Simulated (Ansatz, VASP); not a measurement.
## Mg4Br in VASP and in Ansatz

```
Mg Br
1.0
     4.25428    0.00000    0.00000
     0.00000    4.25428    0.00000
     0.00000    0.00000    3.49689
Mg Br
4 1
Direct
  0.81550 0.00000 0.50000
  0.18450 0.00000 0.50000
  0.00000 0.81550 0.50000
  0.00000 0.18450 0.50000
  0.50000 0.50000 0.50000
```

Alike in both runs: task single point; functional PBE; k mesh 4 × 4 × 6; occupations gaussian, width 0.1 eV; no spin polarisation.

```csv
,VASP,Ansatz
version,VASP 6.6.1,Ansatz 0.2.0
potentials or method,"VASP PAW PBE potentials, release 64 (Mg, Br), cutoff 520 eV","scalar-relativistic, plane waves, PAW"
valence electrons in the cell,15,47
```

Ansatz gave:

```
gap on the k mesh at the Fermi level (eV) : none
rms of the force components (eV/Å)        : 49.408
```

Which values does VASP return?

gap on the k mesh at the Fermi level (eV): none; rms of the force components (eV/Å): 24.400.

Atom by atom the forces differ by 25.007 eV/Å (rms over components). A gap of «none» marks a metal or a gap that the smearing closes. The functional is the same, so the differences come from potentials, cutoffs and numerics. VASP's potentials hold 15 valence electrons a cell and Ansatz's 47, so a difference there can come from the potentials and not from the codes.

The k mesh is coarse, so the values compare programs but aren't converged.
